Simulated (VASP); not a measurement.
Here is a VASP 6.6.1 calculation.

Contents of INCAR:

```
SYSTEM = Al2Cu
  PREC = Accurate
  ENCUT = 600
  EDIFF = 1E-6
  ISMEAR = 0
  SIGMA = 0.1
  LREAL = .False.
  LASPH = .True.
  NELM = 60
  ALGO = Fast
  ISIF = 3
  LWAVE = .False.
  LCHARG = .False.
  GGA = PS
  IBRION = 2
  NSW = 70
  EDIFFG = -0.008
  PSTRESS = 900.0
```

The input KPOINTS:

```
Automatic mesh
0
Gamma
  10 10 10
  0 0 0
```

File POSCAR:

```
Al2Cu
1.0
   -2.6788304251      2.6788304251      2.1529662827
    2.6788304251     -2.6788304251      2.1529662827
    2.6788304251      2.6788304251     -2.1529662827
Al Cu
4 2
Direct
    0.8430950073      0.6569049927      0.5000000000
    0.6569049927      0.1569049927      0.8138099855
    0.3430950073      0.8430950073      0.1861900145
    0.1569049927      0.3430950073      0.5000000000
    0.2500000000      0.2500000000      0.0000000000
    0.7500000000      0.7500000000      0.0000000000
```

Potentials or basis: VASP PAW PBE potentials, release 64 (Al, Cu).

Run with:

```console
$ cat potpaw_PBE.64/Al/POTCAR potpaw_PBE.64/Cu/POTCAR > POTCAR
$ mpirun -np 1 vasp_std > vasp.out
```

(1) Predict the relaxed volume.

(2) What does it give for the band gap on the k mesh?

(3) What does it give for the space group after relaxing (to 0.1 Å)?

(4) Predict the relaxed cell.

Answers

(1) 10.00 Å³/atom.

(2) zero (bands 17 and 18 overlap by 5.44 eV).

(3) I4/mcm (No. 140).

(4) a = 4.314 Å, b = 4.314 Å, c = 4.314 Å, α = 104.20°, β = 104.20°, γ = 120.62°.

Caveat: the cell is relaxed towards a set pressure, so the run minimises the enthalpy, not the energy; the PAW data sets were made with another functional, which shifts forces and pressure a little.
